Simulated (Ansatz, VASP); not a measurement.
## Os: VASP beside Ansatz

```
Os
1.0
     1.36376   -4.73666    0.00000
     1.36376    4.73666    0.00000
     0.00000    0.00000    4.62678
Os
4
Cartesian
  1.3638 3.5416 4.5587
  1.3638 -1.1950 2.3815
  1.3638 -3.5416 0.0681
  1.3638 1.1950 2.2453
```

Alike in both runs: functional PBEsol; k mesh 6 × 6 × 4; occupations gaussian, width 0.1 eV; no spin polarisation.

Ansatz relaxed the structure, and its values are those at the end. VASP's run is a single point on that final structure, the one shown.

|  | VASP | Ansatz |
| --- | --- | --- |
| version | VASP 6.6.1 | Ansatz 0.2.0 |
| potentials or method | VASP PAW PBE potentials, release 64 (Os_sv_GW), cutoff 500 eV | scalar-relativistic, plane waves, PAW |
| valence electrons in the cell | 64 | 64 |

|  | VASP | Ansatz | Ansatz less VASP |
| --- | --- | --- | --- |
| gap on the k mesh at the Fermi level (eV) | none | none | - |
| pressure (GPa) | -2.4 | 0.0 | +2.43 |
| rms of the force components (eV/Å) | 0.019 | 0.001 | -0.0178 |

VASP's potentials were made for PBE, not for PBEsol. A gap of «none» marks a metal or a gap that the smearing closes.

The k mesh is coarse, so the values compare programs but aren't converged. Spin-orbit coupling is off throughout.
